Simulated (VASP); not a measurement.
# S (Fd-3m) in VASP: a series of runs

S is run at these levels: PBEsol; tasks: single point.

All numbers are computed with VASP 6.6.1; they aren't measurements. Logs are shortened: lines on timing, memory, paths and dates and some standing lists are left out, and cuts for length are marked.

## Step 1: The cell of the first run

Symmetry: Fd-3m, No. 227, cubic system. The conventional cell has a = 4.667 Å, b = 4.667 Å, c = 4.667 Å, α = 90.00°, β = 90.00°, γ = 90.00°. S (site symmetry -43m) has 4 S at 2.02 Å within 2.7 Å.

This isn't the form of S at room conditions, which is orthorhombic, of S8 rings.

## Step 2: Single point, PBEsol

INCAR reads:

```
PREC = Accurate ; ENCUT = 520
EDIFF = 1E-7 ; ISMEAR = -1
SIGMA = 0.1 ; LREAL = False
LASPH = True ; NELM = 60
ALGO = Normal ; ISIF = 2
LWAVE = False ; LCHARG = False
GGA = PS ; NBANDS = 13
```

KPOINTS reads:

```
Automatic mesh
0
Gamma
  14 14 14
```

POSCAR reads:

```
S
1.0
    0.0000000000      2.3335774795      2.3335774795
    2.3335774795      0.0000000000      2.3335774795
    2.3335774795      2.3335774795      0.0000000000
S
2
Direct
   -0.1250000000     -0.1250000000     -0.1250000000
    0.1250000000      0.1250000000      0.1250000000
```

Potentials or basis: VASP PAW PBE potentials, release 64 (S).

On the command line:

```console
cat potpaw_PBE.64/S/POTCAR > POTCAR
mpirun -np 1 vasp_std > vasp.out
```

OUTCAR:

```text
PREC = Accurate
   ENCUT = 520
   EDIFF = 1E-7
   ISMEAR = -1
   LREAL = False
   LASPH = True
   NELM = 60
   ISIF = 2
   GGA = PS

 ion  position               nearest neighbor table
   1  0.875  0.875  0.875-   2 2.02   2 2.02   2 2.02   2 2.02
   2  0.125  0.125  0.125-   1 2.02   1 2.02   1 2.02   1 2.02

  LATTYP: Found a face centered cubic cell.
 ALAT       =     4.6671549590

  Lattice vectors:

 A1 = (   0.0000000000,   2.3335774795,   2.3335774795)
 A2 = (   2.3335774795,   0.0000000000,   2.3335774795)
 A3 = (   2.3335774795,   2.3335774795,   0.0000000000)

Analysis of symmetry for initial positions (statically):
=====================================================================
 Subroutine PRICEL returns:
 Original cell was already a primitive cell.

 Routine SETGRP: Setting up the symmetry group for a
 face centered cubic supercell.

 Subroutine GETGRP returns: Found 48 space group operations
 (whereof 12 operations were pure point group operations)
 out of a pool of 48 trial point group operations.

The static configuration has the point symmetry D_3d.
 The point group associated with its full space group is O_h .

Analysis of symmetry for dynamics (positions and initial velocities):
=====================================================================
 Subroutine PRICEL returns:
 Original cell was already a primitive cell.

 Routine SETGRP: Setting up the symmetry group for a
 face centered cubic supercell.

 Subroutine GETGRP returns: Found 48 space group operations
 (whereof 12 operations were pure point group operations)
 out of a pool of 48 trial point group operations.

The dynamic configuration has the point symmetry D_3d.
 The point group associated with its full space group is O_h .

 Subroutine INISYM returns: Found 48 space group operations
 (whereof 12 operations are pure point group operations),
 and found     1 'primitive' translations

----------------------------------------------------------------------------------------

                                     Primitive cell

  volume of cell :      25.4154

  direct lattice vectors                    reciprocal lattice vectors
     0.000000000  2.333577480  2.333577480    -0.214263295  0.214263295  0.214263295
     2.333577480  0.000000000  2.333577480     0.214263295 -0.214263295  0.214263295
     2.333577480  2.333577480  0.000000000     0.214263295  0.214263295 -0.214263295

  length of vectors
     3.300176920  3.300176920  3.300176920     0.371114913  0.371114913  0.371114913

  position of ions in fractional coordinates (direct lattice)
     0.875000000  0.875000000  0.875000000
     0.125000000  0.125000000  0.125000000

  ion indices of the primitive-cell ions
   primitive index   ion index
                 1           1
                 2           2

----------------------------------------------------------------------------------------

 KPOINTS: Automatic mesh

Automatic generation of k-mesh.
 Grid dimensions read from file:
 generate k-points for:   14   14   14

 Generating k-lattice:

  Cartesian coordinates                     Fractional coordinates (reciprocal lattice)
    -0.015304521  0.015304521  0.015304521     0.071428571  0.000000000  0.000000000
     0.015304521 -0.015304521  0.015304521     0.000000000  0.071428571  0.000000000
     0.015304521  0.015304521 -0.015304521     0.000000000  0.000000000  0.071428571

  Length of vectors
     0.026508208  0.026508208  0.026508208

  Shift w.r.t. Gamma in fractional coordinates (k-lattice)
     0.000000000  0.000000000  0.000000000

 Subroutine IBZKPT returns following result:
 ===========================================

 Found    104 irreducible k-points:

 Following reciprocal coordinates:
            Coordinates               Weight
  0.000000  0.000000  0.000000      1.000000
  0.071429  0.000000  0.000000      8.000000
  0.142857  0.000000  0.000000      8.000000
  0.214286  0.000000  0.000000      8.000000
  0.285714  0.000000  0.000000      8.000000
  0.357143  0.000000  0.000000      8.000000
[... 16 lines left out ...]
  0.214286  0.142857  0.000000     24.000000
  0.285714  0.142857  0.000000     24.000000
 [... further k-points ...]
   k-points           NKPTS =    104   k-points in BZ     NKDIM =    104   number of bands    NBANDS=     13
   number of dos      NEDOS =    301   number of ions     NIONS =      2
   total plane-waves  NPLWV =  21952
   dimension x,y,z NGX =    28 NGY =   28 NGZ =   28
   dimension x,y,z NGXF=    56 NGYF=   56 NGZF=   56
   ions per type =               2
   NGX,Y,Z   is equivalent  to a cutoff of  14.10, 14.10, 14.10 a.u.
   NGXF,Y,Z  is equivalent  to a cutoff of  28.21, 28.21, 28.21 a.u.
 SYSTEM =  unknown system
   PREC   = accura    normal or accurate (medium, high low for compatibility)
   ISTART =      0    job   : 0-new  1-cont  2-samecut
   ICHARG =      2    charge: 1-file 2-atom 10-const
   ISPIN  =      1    spin polarized calculation?
   LNONCOLLINEAR =      F non collinear calculations
   LSORBIT =      F    spin-orbit coupling
   LASPH  =      T    aspherical Exc in radial PAW
   ENCUT  =  520.0 eV  38.22 Ry    6.18 a.u.   6.14  6.14  6.14*2*pi/ulx,y,z
   NELM   =     60;   NELMIN=  2; NELMDL= -5     # of ELM steps
   EDIFF  = 0.1E-06   stopping-criterion for ELM
   LREAL  =      F    real-space projection
   EDIFFG = 0.1E-05   stopping-criterion for IOM
   NSW    =      0    number of steps for IOM
   IBRION =     -1    ionic relax: 0-MD 1-quasi-New 2-CG
   NFREE  =      0    steps in history (QN), initial steepest desc. (CG)
   ISIF   =      2    stress and relaxation
   ISYM   =      2    0-nonsym 1-usesym 2-fastsym
   POTIM  = 0.5000    time-step for ionic-motion
   TEBEG  =    0.0;   TEEND  =   0.0 temperature during run
   PSTRESS=    0.0 pullay stress
   NELECT =      12.0000    total number of electrons
   NUPDOWN=      -1.0000    fix difference up-down
   EMIN   =  10.00;   EMAX   =-10.00  energy-range for DOS
   EFERMI =   0.00;   METHOD = LEGACY
   ISMEAR =    -1;   SIGMA  =   0.10  broadening in eV -4-tet -1-fermi 0-gaus
   EFERMI_NEDOS =   21; number of points for ismear=-14 and -15
   IALGO  =     38    algorithm
   IMIX   =      4    mixing-type and parameters
     AMIX     =   0.40;   BMIX     =  1.00
     AMIX_MAG =   1.60;   BMIX_MAG =  1.00
  volume/ion in A,a.u.               =      12.71        85.76
  Fermi-wavevector in a.u.,A,eV,Ry     =   1.274783  2.408991 22.110452  1.625072
  Thomas-Fermi vector in A             =   2.407532
   LORBIT       =      0    0 simple, 1 ext, 2 COOP (PROOUT), +10 PAW based schemes
   GGA     = PS    functional components
   LHFCALC =     F    Hartree Fock is set to
   AEXX    =    0.0000 exact exchange contribution
   IVDW    =     0    specifies the selected vdW correction
   LEPSILON=     F    determine dielectric tensor
   LRPA    =     F    only Hartree local field effects (RPA)
 non-spin polarized calculation
  energy-cutoff  :      520.00
  volume of cell :       25.42
 maximum number of plane-waves:       701
 NGX is ok and might be reduce to    28
   NGX = 13   NGY = 13   NGZ = 13

 number of electron      11.9999998 magnetization

 Free energy of the ion-electron system (eV)
  ---------------------------------------------------
  ext. energy  EPLUGINS =         0.00000000
  ---------------------------------------------------
  free energy    TOTEN  =        -3.91214844 eV

  energy without entropy =       -3.88510228  energy(sigma->0) =       -3.89862536

 E-fermi :  11.6465     XC(G=0): -11.9544

 val. band max:       11.5806612196   @ k =  -0.2143   0.2143   0.0000
 cond. band min:      11.6539841107   @ k =   0.2143   0.1429   0.0000
 fundamental gap:      0.0733228912
 Fermi energy:        11.6465046688

 k-point     1 :       0.0000    0.0000    0.0000
  band No.  band energies     occupation
      1     -10.3081      2.00000
      2       5.1277      2.00000
      3       5.1277      2.00000
      4       5.1277      2.00000
      5       7.4725      2.00000
      6       9.5230      2.00000
      7       9.5230      2.00000
      8       9.5230      2.00000
      9      17.9912      0.00000
     10      17.9912      0.00000
     11      18.1461      0.00000
     12      23.0631      0.00000
     13      23.0631      0.00000

 k-point     2 :       0.0714    0.0000    0.0000
  band No.  band energies     occupation
      1     -10.2259      2.00000
      2       4.1673      2.00000
      3       5.0210      2.00000
      4       5.0210      2.00000
      5       8.0521      2.00000
      6       9.6913      2.00000
      7       9.6913      2.00000
      8       9.8149      2.00000
      9      17.7785      0.00000
     10      17.7785      0.00000
     11      18.4501      0.00000
     12      22.8044      0.00000
     13      23.5501      0.00000

 k-point     3 :       0.1429    0.0000    0.0000
  band No.  band energies     occupation
      1      -9.9819      2.00000
      2       2.5398      2.00000
      3       4.7582      2.00000
      4       4.7582      2.00000
      5       8.2572      2.00000
      6      10.1082      2.00000
      7      10.1082      2.00000
      8      11.0254      1.99599
      9      17.3986      0.00000
     10      17.3986      0.00000
     11      19.1991      0.00000
     12      22.3603      0.00000
     13      24.7537      0.00000

 k-point     4 :       0.2143    0.0000    0.0000
  band No.  band energies     occupation
      1      -9.5852      2.00000
      2       0.8769      2.00000
      3       4.4435      2.00000
      4       4.4435      2.00000
      5       8.0377      2.00000
      6      10.5813      1.99995
      7      10.5813      1.99995
      8      12.6903      0.00006
      9      17.2449      0.00000
     10      17.2449      0.00000
     11      19.7645      0.00000
     12      22.5231      0.00000
     13      26.2026      0.00000

 k-point     5 :       0.2857    0.0000    0.0000
  band No.  band energies     occupation
      1      -9.0566      2.00000
      2      -0.6846      2.00000
      3       4.1527      2.00000
      4       4.1527      2.00000
      5       7.7531      2.00000
      6      10.9298      1.99846
      7      10.9298      1.99846
      8      14.4191      0.00000
      9      17.5694      0.00000
     10      17.5694      0.00000
     11      19.6717      0.00000
     12      23.6197      0.00000
     13      26.8385      0.00000
[... 257 lines left out ...]
 k-point    22 :       0.1429    0.1429    0.0000
  band No.  band energies     occupation
      1      -9.8706      2.00000
      2       2.5397      2.00000
      3       4.1576      2.00000
      4       4.1576      2.00000
      5       8.8851      2.00000
      6       9.7816      2.00000
      7      11.0322      1.99571
      8      11.0322      1.99571
      9      16.1615      0.00000
     10      18.5162      0.00000
     11      19.6495      0.00000
     12      23.8140      0.00000
     13      23.8140      0.00000

 k-point    23 :       0.2143    0.1429    0.0000
  band No.  band energies     occupation
      1      -9.5748      2.00000
      2       1.4162      2.00000
      3       3.8096      2.00000
      4       3.8252      2.00000
      5       8.8552      2.00000
      6      10.0076      2.00000
      7      11.6540      0.96262
      8      11.9639      0.08034
      9      15.9318      0.00000
     10      18.6843      0.00000
     11      20.4199      0.00000
     12      23.6014      0.00000
     13      24.5249      0.00000

 k-point    24 :       0.2857    0.1429    0.0000
  band No.  band energies     occupation
      1      -9.1320      2.00000
      2       0.0481      2.00000
      3       3.4257      2.00000
      4       3.5252      2.00000
      5       8.9805      2.00000
      6      10.1895      2.00000
      7      12.1359      0.01488
      8      12.7524      0.00003
      9      16.5088      0.00000
     10      18.9540      0.00000
     11      20.8944      0.00000
     12      23.7773      0.00000
     13      25.3994      0.00000

 [... further k-points ...]
[... 5 lines left out ...]
  --------------------------------------------------------------------------------------
  -------------------------------------------------------------------------------------
  Total       11.0357871     11.0357871     11.0357871     -0.0000000     -0.0000000      0.0000000
  in kB      695.6923490    695.6923490    695.6923490     -0.0000000     -0.0000000      0.0000000
  external PRESSURE =     695.6923490 kB  Pullay stress =       0.0000000 kB

 VOLUME and BASIS-vectors are now :
 -----------------------------------------------------------------------------
  energy-cutoff  :      520.00
  volume of cell :       25.42
      direct lattice vectors                 reciprocal lattice vectors
     0.000000000  2.333577480  2.333577480    -0.214263295  0.214263295  0.214263295
     2.333577480  0.000000000  2.333577480     0.214263295 -0.214263295  0.214263295
     2.333577480  2.333577480  0.000000000     0.214263295  0.214263295 -0.214263295

 POSITION                                       TOTAL-FORCE (eV/Angst)
 -----------------------------------------------------------------------------------
      4.08376      4.08376      4.08376        -0.000000     -0.000000     -0.000000
      0.58339      0.58339      0.58339         0.000000      0.000000      0.000000
 -----------------------------------------------------------------------------------
    total drift:                                0.000000     -0.000000     -0.000000

  FREE ENERGIE OF THE ION-ELECTRON SYSTEM (eV)
  ---------------------------------------------------
  free  energy   TOTEN  =        -3.9121484395 eV

  energy  without entropy=       -3.8851022768  energy(sigma->0) =       -3.89862536
```

It took 52 s on 1 thread of AMD EPYC 7R13, shared host; peak memory 0.13 GiB.

What came out:

* Free energy: -3.9121 eV
* Pressure: 69.6 GPa
* Band gap on the k mesh: zero (bands 6 and 7 overlap by 4.17 eV)

Caveat: the cell stands under pressure; the PAW data sets were made with another functional, which shifts forces and pressure a little.

## Step 3: Single point, PBEsol

INCAR reads:

```
PREC = Accurate
ENCUT = 520
EDIFF = 1E-7
ISMEAR = -1
SIGMA = 0.1
LREAL = False
LASPH = True
NELM = 60
ALGO = Normal
ISIF = 2
LWAVE = False
LCHARG = False
GGA = PS
NBANDS = 13
```

KPOINTS is that of step 2.

POSCAR reads:

```
S
1.0
    0.0000000000      2.3339515964      2.3339515964
    2.3339515964      0.0000000000      2.3339515964
    2.3339515964      2.3339515964      0.0000000000
S
2
Direct
   -0.1250000000     -0.1250000000     -0.1250000000
    0.1250000000      0.1250000000      0.1250000000
```

Potentials or basis: VASP PAW PBE potentials, release 64 (S).

On the command line:

```console
cat potpaw_PBE.64/S/POTCAR > POTCAR
mpirun -np 1 vasp_std > vasp.out
```

Run time: 50 s. Hardware: 1 thread of AMD EPYC 7R13, shared host; peak memory 0.13 GiB.

The run converged. Its results:

```
Free energy            : -3.9175 eV
Pressure               : 69.5 GPa
Band gap on the k mesh : zero (bands 6 and 7 overlap by 4.17 eV)
```

Levels at points of the mesh, in eV from the Fermi level:
```tsv
k point	band 3	band 4	band 5	band 6	band 7	band 8	band 9	band 10
(0.00, 0.00, 0.00)	-6.52	-6.52	-4.18	-2.12	-2.12	-2.12	6.35	6.35
(0.50, 0.00, 0.00)	-7.91	-7.91	-4.34	-0.52	-0.52	5.89	9.08	9.83
(0.50, 0.50, 0.00)	-9.67	-9.67	-3.67	-3.67	6.15	6.15	10.07	10.07
```

Caveat: the cell stands under pressure; the PAW data sets were made with another functional, which shifts forces and pressure a little.
